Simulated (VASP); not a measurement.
**Ge3S: single point with PBE**

Ge3S:

```
Ge S
1.0
     5.78446    0.00000    0.00000
    -2.89223    5.00949    0.00000
     0.00000    0.00000    5.34137
Ge S
6 2
Direct
  0.00000 0.67224 0.50000
  0.00000 0.32776 0.00000
  0.67224 0.67224 0.00000
  0.67224 0.00000 0.50000
  0.32776 0.32776 0.50000
  0.32776 0.00000 0.00000
  0.66667 0.33333 0.75000
  0.33333 0.66667 0.25000
```

The cell was built from a structure type or drawn by symmetry, and may not be a known phase.

| Item | Value |
| --- | --- |
| Program | VASP 6.6.1 |
| Task | single point |
| Functional | PBE |
| Potentials or basis | VASP PAW PBE potentials, release 64 (Ge_d, S) |
| Cutoff | 520 eV |
| k mesh | 3 × 3 × 4 |
| Occupations | gaussian, width 0.1 eV |
| Spin | no spin polarisation |
| Dipole correction | no |
| Further INCAR settings | ALGO = Normal; EDIFF = 1e-06; NBANDS = 58 |

| Item | Value |
| --- | --- |
| Pressure | 12.9 GPa |
| Largest force | 1.640 eV/Å |
| Band gap on the k mesh | zero (bands 48 and 49 overlap by 0.61 eV) |

Forces on the atoms (eV/Å):
```
Ge  -0.820  1.420  0.000
Ge   0.820 -1.420  0.000
Ge   0.820  1.420  0.000
Ge   1.640  0.000  0.000
Ge  -0.820 -1.420  0.000
Ge  -1.640  0.000  0.000
S    0.000  0.000  0.000
S    0.000  0.000  0.000
```

Stress tensor (GPa, compression positive):
```
13.37  0.00  0.00
 0.00 13.37  0.00
 0.00  0.00 11.97
```

Levels at points of the mesh, in eV from the Fermi level:
| k point | band 44 | band 45 | band 46 | band 47 | band 48 | band 49 | band 50 | band 51 | band 52 | band 53 |
| --- | --- | --- | --- | --- | --- | --- | --- | --- | --- | --- |
| (0.00, 0.00, 0.00) | -2.98 | -2.23 | -1.63 | -1.63 | -1.58 | -0.55 | -0.55 | 2.11 | 2.97 | 2.97 |
| (0.00, 0.00, 0.50) | -3.47 | -0.46 | -0.46 | 0.06 | 0.06 | 1.14 | 1.14 | 2.04 | 2.04 | 2.44 |

Wall time 39 s on 1 thread of Intel(R) Xeon(R) 6975P-C (Granite Rapids), with other jobs on the host, peak memory 0.3 GiB.

Caveat: the k points lie up to 0.42 Å⁻¹ apart, too coarse for converged energies and pressures of a metal; forces of over 1 eV/Å act on the atoms, so gaps and moduli don't describe the material at rest.
